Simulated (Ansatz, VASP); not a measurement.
**One calculation of RbBr, two programs**

```
Rb Br
1.0
     4.12425    0.00000    0.00000
     0.00000    4.12425    0.00000
     0.00000    0.00000    3.97248
Rb Br
1 1
Direct
  0.00000 0.00000 0.00000
  0.50000 0.50000 0.50000
```

Change from the starting cell: uniaxial_z strain -3.7%.

Alike in both runs: task single point; functional HSE06; k mesh 4 × 4 × 4; no spin polarisation.

```csv
,VASP,Ansatz
version,VASP 6.6.1,Ansatz 0.2.0
potentials or method,"VASP PAW PBE potentials, release 64 (Rb_sv, Br)","plane waves, PAW"
plane-wave cutoff (eV),520,420
occupations,"gaussian, width 0.01 eV",fixed
valence electrons in the cell,16,16
```

|  | VASP | Ansatz | Ansatz less VASP |
| --- | --- | --- | --- |
| gap on the k mesh at the Fermi level (eV) | 5.27 | 5.27 | 0.000 |
| pressure (GPa) | 1.2 | 1.2 | -0.02 |
| traceless stress, the component that is largest in VASP (GPa) | 0.82 | 0.82 | 0.000 |

Ansatz's warnings: stress exchange threshold loose, stress scf threshold loose.
